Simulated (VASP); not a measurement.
# KLiNb4O12 (P4/mmm) in VASP: single point with PBE

Aim: the single point of KLiNb4O12 with PBE.

All numbers are computed with VASP 6.6.1; they aren't measurements. Logs are shortened: lines on timing, memory, paths and dates and some standing lists are left out, and cuts for length are marked.

**1. The cell of the first run**

The structure is tetragonal, space group P4/mmm (No. 123). Conventional cell: a = 5.755 Å, b = 5.755 Å, c = 7.421 Å, α = 90.00°, β = 90.00°, γ = 90.00°. Within 3.7 Å of K (site symmetry 4/mmm) lie 12 O at 2.83 to 2.88 Å and 8 Nb at 3.43 Å. Within 3.5 Å of Li (site symmetry 4/mmm) lie 12 O at 2.67 to 2.88 Å and 8 Nb at 3.42 Å. Nb (site symmetry 2mm) has 6 O at 1.85 to 2.04 Å within 2.5 Å. Within 3.0 Å of O (site symmetry m) lie 2 Nb at 2.04 Å and 1 Li at 2.67 Å and 8 O at 2.71 to 2.94 Å and 1 K at 2.83 Å. Within 2.5 Å of O (site symmetry mmm) lie 2 Nb at 1.85 Å. Within 2.5 Å of O (site symmetry mmm) lie 2 Nb at 1.86 Å.

**2. Single point, PBE (strained)**

INCAR reads:

```
SYSTEM = KLiNb4O12
PREC = Accurate ; ENCUT = 750
EDIFF = 1E-6 ; ISMEAR = 0
SIGMA = 0.1 ; LREAL = .FALSE.
LASPH = .TRUE. ; NELM = 120
ALGO = Normal ; ISIF = 2
LWAVE = .FALSE. ; LCHARG = .FALSE.
GGA = PE ; NBANDS = 83
GGA_COMPAT = .FALSE.
```

KPOINTS reads:

```
regular mesh
0
G
  6 6 6
  0 0 0
```

POSCAR reads:

```
KLiNb4O12
1.0
    5.7548982129      0.0000000000      0.0000000000
    0.0000000000      5.7548982129      0.0000000000
    0.0000000000      0.0000000000      7.4211159993
K Li Nb O
1 1 4 12
Direct
    0.0000000000      0.0000000000      0.0000000000
    0.5000000000      0.5000000000      0.5000000000
    0.0000000000      0.5000000000      0.7491434363
    0.0000000000      0.5000000000      0.2508565637
    0.5000000000      0.0000000000      0.2508565637
    0.5000000000      0.0000000000      0.7491434363
    0.2556657350      0.2556657350      0.2590387994
    0.2556657350      0.2556657350      0.7409612006
    0.7443342650      0.7443342650      0.7409612006
    0.7443342650      0.7443342650      0.2590387994
    0.7443342650      0.2556657350      0.7409612006
    0.7443342650      0.2556657350      0.2590387994
    0.2556657350      0.7443342650      0.7409612006
    0.2556657350      0.7443342650      0.2590387994
    0.0000000000      0.5000000000      0.5000000000
    0.0000000000      0.5000000000      0.0000000000
    0.5000000000      0.0000000000      0.5000000000
    0.5000000000      0.0000000000      0.0000000000
```

Potentials or basis: VASP PAW PBE potentials, release 64 (K_sv, Li_sv, Nb_sv, O).

On the command line:

```sh
$ cat potpaw_PBE.64/K_sv/POTCAR potpaw_PBE.64/Li_sv/POTCAR potpaw_PBE.64/Nb_sv/POTCAR potpaw_PBE.64/O/POTCAR > POTCAR
$ mpirun -np 1 vasp_std > vasp.out
```

OUTCAR:

```text
SYSTEM = KLiNb4O12
   PREC = Accurate
   ENCUT = 750
   EDIFF = 1E-6
   ISMEAR = 0
   LREAL = .FALSE.
   LASPH = .TRUE.
   NELM = 120
   ISIF = 2
   GGA = PE

 ion  position               nearest neighbor table
   1  0.000  0.000  0.000-   7 2.83   8 2.83   9 2.83  10 2.83  11 2.83  12 2.83  13 2.83  14 2.83
                            16 2.88  18 2.88  16 2.88  18 2.88   3 3.43   4 3.43   3 3.43   4 3.43
   2  0.500  0.500  0.500-
   3  0.000  0.500  0.749-  15 1.85  16 1.86  11 2.04  13 2.04   8 2.04   9 2.04   1 3.43   1 3.43

   4  0.000  0.500  0.251-  15 1.85  16 1.86  12 2.04  14 2.04   7 2.04  10 2.04   1 3.43   1 3.43

   5  0.500  0.000  0.251-  17 1.85  18 1.86  12 2.04  14 2.04   7 2.04  10 2.04   1 3.43   1 3.43

   6  0.500  0.000  0.749-  17 1.85  18 1.86  11 2.04  13 2.04   8 2.04   9 2.04   1 3.43   1 3.43

   7  0.256  0.256  0.259-   4 2.04   5 2.04   1 2.83
   8  0.256  0.256  0.741-   3 2.04   6 2.04   1 2.83
   9  0.744  0.744  0.741-   3 2.04   6 2.04   1 2.83
  10  0.744  0.744  0.259-   4 2.04   5 2.04   1 2.83
  11  0.744  0.256  0.741-   3 2.04   6 2.04   1 2.83
  12  0.744  0.256  0.259-   4 2.04   5 2.04   1 2.83
  13  0.256  0.744  0.741-   3 2.04   6 2.04   1 2.83
  14  0.256  0.744  0.259-   4 2.04   5 2.04   1 2.83
  15  0.000  0.500  0.500-   3 1.85   4 1.85
  16  0.000  0.500  0.000-   3 1.86   4 1.86   1 2.88   1 2.88
  17  0.500  0.000  0.500-   5 1.85   6 1.85
  18  0.500  0.000  0.000-   5 1.86   6 1.86   1 2.88   1 2.88

  LATTYP: Found a simple tetragonal cell.
 ALAT       =     5.7548982129
 C/A-ratio  =     1.2895303661

  Lattice vectors:

 A1 = (   5.7548982129,   0.0000000000,   0.0000000000)
 A2 = (   0.0000000000,   5.7548982129,   0.0000000000)
 A3 = (   0.0000000000,   0.0000000000,   7.4211159993)

Analysis of symmetry for initial positions (statically):
=====================================================================
 Subroutine PRICEL returns:
 Original cell was already a primitive cell.

 Routine SETGRP: Setting up the symmetry group for a
 simple tetragonal supercell.

 Subroutine GETGRP returns: Found 16 space group operations
 (whereof 16 operations were pure point group operations)
 out of a pool of 16 trial point group operations.

The static configuration has the point symmetry D_4h.

Analysis of symmetry for dynamics (positions and initial velocities):
=====================================================================
 Subroutine PRICEL returns:
 Original cell was already a primitive cell.

 Routine SETGRP: Setting up the symmetry group for a
 simple tetragonal supercell.

 Subroutine GETGRP returns: Found 16 space group operations
 (whereof 16 operations were pure point group operations)
 out of a pool of 16 trial point group operations.

The dynamic configuration has the point symmetry D_4h.

 Subroutine INISYM returns: Found 16 space group operations
 (whereof 16 operations are pure point group operations),
 and found     1 'primitive' translations

----------------------------------------------------------------------------------------

                                     Primitive cell

  volume of cell :     245.7789

  direct lattice vectors                    reciprocal lattice vectors
     5.754898213  0.000000000  0.000000000     0.173765019  0.000000000  0.000000000
     0.000000000  5.754898213  0.000000000     0.000000000  0.173765019  0.000000000
     0.000000000  0.000000000  7.421115999     0.000000000  0.000000000  0.134750622

  length of vectors
     5.754898213  5.754898213  7.421115999     0.173765019  0.173765019  0.134750622

  position of ions in fractional coordinates (direct lattice)
     0.000000000  0.000000000  0.000000000
     0.500000000  0.500000000  0.500000000
     0.000000000  0.500000000  0.749143436
     0.000000000  0.500000000  0.250856564
     0.500000000  0.000000000  0.250856564
     0.500000000  0.000000000  0.749143436
[... 10 lines left out ...]
     0.500000000  0.000000000  0.500000000
     0.500000000  0.000000000  0.000000000

  ion indices of the primitive-cell ions
   primitive index   ion index
                 1           1
                 2           2
                 3           3
                 4           4
                 5           5
                 6           6
[... 10 lines left out ...]
                17          17
                18          18

----------------------------------------------------------------------------------------

 KPOINTS: regular mesh

Automatic generation of k-mesh.
 Grid dimensions read from file:
 generate k-points for:    6    6    6

 Generating k-lattice:

  Cartesian coordinates                     Fractional coordinates (reciprocal lattice)
     0.028960837  0.000000000  0.000000000     0.166666667  0.000000000  0.000000000
     0.000000000  0.028960837  0.000000000     0.000000000  0.166666667  0.000000000
     0.000000000  0.000000000  0.022458437     0.000000000  0.000000000  0.166666667

  Length of vectors
     0.028960837  0.028960837  0.022458437

  Shift w.r.t. Gamma in fractional coordinates (k-lattice)
     0.000000000  0.000000000  0.000000000

 Subroutine IBZKPT returns following result:
 ===========================================

 Found     40 irreducible k-points:

 Following reciprocal coordinates:
            Coordinates               Weight
  0.000000  0.000000  0.000000      1.000000
  0.166667  0.000000  0.000000      4.000000
  0.333333  0.000000  0.000000      4.000000
  0.500000  0.000000  0.000000      2.000000
  0.166667  0.166667  0.000000      4.000000
  0.333333  0.166667  0.000000      8.000000
[... 16 lines left out ...]
  0.333333  0.000000  0.333333      8.000000
  0.500000  0.000000  0.333333      4.000000
 [... further k-points ...]
   k-points           NKPTS =     40   k-points in BZ     NKDIM =     40   number of bands    NBANDS=     83
   number of dos      NEDOS =    301   number of ions     NIONS =     18
   total plane-waves  NPLWV = 204120
   dimension x,y,z NGX =    54 NGY =   54 NGZ =   70
   dimension x,y,z NGXF=   108 NGYF=  108 NGZF=  140
   ions per type =               1   1   4  12
   NGX,Y,Z   is equivalent  to a cutoff of  15.60, 15.60, 15.68 a.u.
   NGXF,Y,Z  is equivalent  to a cutoff of  31.20, 31.20, 31.36 a.u.
 SYSTEM =  KLiNb4O12
   PREC   = accura    normal or accurate (medium, high low for compatibility)
   ISTART =      0    job   : 0-new  1-cont  2-samecut
   ICHARG =      2    charge: 1-file 2-atom 10-const
   ISPIN  =      1    spin polarized calculation?
   LNONCOLLINEAR =      F non collinear calculations
   LSORBIT =      F    spin-orbit coupling
   LASPH  =      T    aspherical Exc in radial PAW
   ENCUT  =  750.0 eV  55.12 Ry    7.42 a.u.  12.85 12.85 16.57*2*pi/ulx,y,z
   NELM   =    120;   NELMIN=  2; NELMDL= -5     # of ELM steps
   EDIFF  = 0.1E-05   stopping-criterion for ELM
   LREAL  =      F    real-space projection
   EDIFFG = 0.1E-04   stopping-criterion for IOM
   NSW    =      0    number of steps for IOM
   IBRION =     -1    ionic relax: 0-MD 1-quasi-New 2-CG
   NFREE  =      0    steps in history (QN), initial steepest desc. (CG)
   ISIF   =      2    stress and relaxation
   ISYM   =      2    0-nonsym 1-usesym 2-fastsym
   POTIM  = 0.5000    time-step for ionic-motion
   TEBEG  =    0.0;   TEEND  =   0.0 temperature during run
   PSTRESS=    0.0 pullay stress
   NELECT =     136.0000    total number of electrons
   NUPDOWN=      -1.0000    fix difference up-down
   EMIN   =  10.00;   EMAX   =-10.00  energy-range for DOS
   EFERMI =   0.00;   METHOD = LEGACY
   ISMEAR =     0;   SIGMA  =   0.10  broadening in eV -4-tet -1-fermi 0-gaus
   EFERMI_NEDOS =   21; number of points for ismear=-14 and -15
   IALGO  =     38    algorithm
   IMIX   =      4    mixing-type and parameters
     AMIX     =   0.40;   BMIX     =  1.00
     AMIX_MAG =   1.60;   BMIX_MAG =  1.00
  volume/ion in A,a.u.               =      13.65        92.14
  Fermi-wavevector in a.u.,A,eV,Ry     =   1.344022  2.539833 24.577489  1.806394
  Thomas-Fermi vector in A             =   2.472049
   LORBIT       =      0    0 simple, 1 ext, 2 COOP (PROOUT), +10 PAW based schemes
   GGA     = PE    functional components
   LHFCALC =     F    Hartree Fock is set to
   AEXX    =    0.0000 exact exchange contribution
   IVDW    =     0    specifies the selected vdW correction
   LEPSILON=     F    determine dielectric tensor
   LRPA    =     F    only Hartree local field effects (RPA)
 non-spin polarized calculation
 Gauss-broadening in eV      SIGMA  =   0.10
  energy-cutoff  :      750.00
  volume of cell :      245.78
 maximum number of plane-waves:     11500
 NGX is ok and might be reduce to    54
   NGX = 25   NGY = 25   NGZ = 33

 number of electron     136.0000011 magnetization

 Free energy of the ion-electron system (eV)
  ---------------------------------------------------
  ext. energy  EPLUGINS =         0.00000000
  ---------------------------------------------------
  free energy    TOTEN  =      -143.43057453 eV

  energy without entropy =     -143.37103067  energy(sigma->0) =     -143.40080260

 E-fermi :   2.1114     XC(G=0):  -9.7889

 val. band max:        2.1112969730   @ k =   0.3333   0.3333   0.3333
 cond. band min:       2.1280650924   @ k =   0.5000   0.5000   0.3333
 fundamental gap:      0.0167681194
 Fermi energy:         2.1114391493

 k-point     1 :       0.0000    0.0000    0.0000
  band No.  band energies     occupation
      1     -52.4876      2.00000
      2     -52.4841      2.00000
      3     -52.4801      2.00000
      4     -52.4766      2.00000
      5     -42.7789      2.00000
      6     -29.1226      2.00000
[... 72 lines left out ...]
     79       7.4971      0.00000
     80       7.6181      0.00000

 k-point     2 :       0.1667    0.0000    0.0000
  band No.  band energies     occupation
      1     -52.4874      2.00000
      2     -52.4843      2.00000
      3     -52.4799      2.00000
      4     -52.4768      2.00000
      5     -42.7789      2.00000
      6     -29.1219      2.00000
[... 72 lines left out ...]
     79       7.6388      0.00000
     80       7.9147      0.00000
[... 1741 lines left out ...]
     79       6.9836      0.00000
     80       7.3981      0.00000

 k-point    24 :       0.5000    0.0000    0.3333
  band No.  band energies     occupation
      1     -52.4840      2.00000
      2     -52.4840      2.00000
      3     -52.4802      2.00000
      4     -52.4802      2.00000
      5     -42.7789      2.00000
      6     -29.0393      2.00000
[... 72 lines left out ...]
     79       7.1773      0.00000
     80       7.1804      0.00000

 [... further k-points ...]

 [bands above 80 left out]

------------------------ aborting loop because EDIFF is reached ----------------------------------------

  FORCE on cell =-STRESS in cart. coord.  units (eV):
  Direction    XX          YY          ZZ          XY          YZ          ZX
  --------------------------------------------------------------------------------------
  -------------------------------------------------------------------------------------
  Total      -11.2520400    -11.2520400     50.5134284      0.0000000      0.0000000      0.0000000
  in kB      -73.3495303    -73.3495303    329.2857329      0.0000000      0.0000000      0.0000000
  external PRESSURE =      60.8622241 kB  Pullay stress =       0.0000000 kB

 VOLUME and BASIS-vectors are now :
 -----------------------------------------------------------------------------
  energy-cutoff  :      750.00
  volume of cell :      245.78
      direct lattice vectors                 reciprocal lattice vectors
     5.754898213  0.000000000  0.000000000     0.173765019  0.000000000  0.000000000
     0.000000000  5.754898213  0.000000000     0.000000000  0.173765019  0.000000000
     0.000000000  0.000000000  7.421115999     0.000000000  0.000000000  0.134750622

 POSITION                                       TOTAL-FORCE (eV/Angst)
 -----------------------------------------------------------------------------------
      0.00000      0.00000      0.00000        -0.000000     -0.000000      0.000000
      2.87745      2.87745      3.71056        -0.000000     -0.000000      0.000000
      0.00000      2.87745      5.55948        -0.000000     -0.000000     -0.437932
      0.00000      2.87745      1.86164        -0.000000     -0.000000      0.437932
      2.87745      0.00000      1.86164        -0.000000     -0.000000      0.437932
      2.87745      0.00000      5.55948        -0.000000     -0.000000     -0.437932
[... 10 lines left out ...]
      2.87745      0.00000      3.71056        -0.000000     -0.000000      0.000000
      2.87745      0.00000      0.00000        -0.000000     -0.000000      0.000000
 -----------------------------------------------------------------------------------
    total drift:                               -0.000000      0.000000     -0.000000

  FREE ENERGIE OF THE ION-ELECTRON SYSTEM (eV)
  ---------------------------------------------------
  free  energy   TOTEN  =      -143.4305745280 eV

  energy  without entropy=     -143.3710306731  energy(sigma->0) =     -143.40080260
```

Run time: 26 min. Hardware: 1 thread of Intel Xeon 6975P-C (Granite Rapids), shared host; peak memory 1.2 GiB.

Results:

```yaml
Free_energy: -143.4306 eV
Pressure: 6.1 GPa
Largest_force: 0.438 eV/Å
Band_gap_on_the_k_mesh: zero (bands 68 and 69 overlap by 0.41 eV)
```

Forces on the atoms (eV/Å):
```
K    0.000  0.000  0.000
Li   0.000  0.000  0.000
Nb   0.000  0.000 -0.438
Nb   0.000  0.000  0.438
Nb   0.000  0.000  0.438
Nb   0.000  0.000 -0.438
O   -0.142 -0.142 -0.154
O   -0.142 -0.142  0.154
O    0.142  0.142  0.154
O    0.142  0.142 -0.154
O    0.142 -0.142  0.154
O    0.142 -0.142 -0.154
O   -0.142  0.142  0.154
O   -0.142  0.142 -0.154
O    0.000  0.000  0.000
O    0.000  0.000  0.000
O    0.000  0.000  0.000
O    0.000  0.000  0.000
```

Levels at points of the mesh, in eV from the Fermi level:
```
           k point  band 65  band 66  band 67  band 68  band 69  band 70  band 71  band 72
(0.00, 0.00, 0.00)    -0.44     0.14     0.14     0.20     0.24     1.98     2.05     2.05
(0.50, 0.00, 0.00)    -0.44    -0.42    -0.38    -0.27    -0.19     3.13     3.22     3.24
(0.50, 0.50, 0.00)    -0.78    -0.47    -0.47     0.10     0.14     2.08     2.14     4.15
(0.00, 0.00, 0.50)    -0.34    -0.20    -0.20     0.22     0.23     2.03     2.06     3.84
(0.50, 0.00, 0.50)    -0.47    -0.41    -0.32    -0.28    -0.17     3.82     3.83     3.91
(0.50, 0.50, 0.50)    -0.92    -0.40    -0.30    -0.24    -0.09     3.85     3.93     3.94
```

Caveat: the cell differs from its parent crystal (strained); the stress differs along the axes, from -7 to 33 GPa.
